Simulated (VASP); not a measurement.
Input of a VASP 6.6.1 run:

File INCAR:

```
ALGO     = Normal         # electronic algorithm
EDIFF    = 1E-6           # SCF threshold, eV
ENCUT    = 520            # plane-wave cutoff, eV
GGA      = PE             # functional
ISIF     = 2              # what is computed and relaxed
ISMEAR   = -1             # smearing method
LASPH    = T              # aspherical terms in the spheres
LCHARG   = T              # write CHGCAR
LELF     = T              # ELF
LREAL    = F              # projectors in reciprocal space
LVHAR    = T            
LWAVE    = F              # write WAVECAR
NBANDS   = 24             # bands
NELM     = 60             # most SCF steps
PREC     = Accurate       # precision mode
SIGMA    = 0.02           # smearing width, eV
```

File KPOINTS:

```
k-points
0
Gamma
  12 12 4
```

The input POSCAR:

```
SrO
1.0
    3.5888947793      0.0000000000      0.0000000000
   -1.7944473897      3.1080740504      0.0000000000
    0.0000000000      0.0000000000      6.3077390201
Sr O
2 2
Direct
    0.0000000000      0.0000000000      0.0000000000
    0.0000000000      0.0000000000      0.5000000000
    0.3333333333      0.6666666667      0.2500000000
    0.6666666667      0.3333333333      0.7500000000
```

Potentials or basis: VASP PAW PBE potentials, release 64 (Sr_sv, O).

The run is started by

```console
$ cat potpaw_PBE.64/Sr_sv/POTCAR potpaw_PBE.64/O/POTCAR > POTCAR
$ mpirun -np 1 vasp_std > vasp.out
```

(1) Estimate the band gap on the k mesh.

(2) Predict the pressure.

Answers

(1) 3.33 eV.

(2) 0.6 GPa.
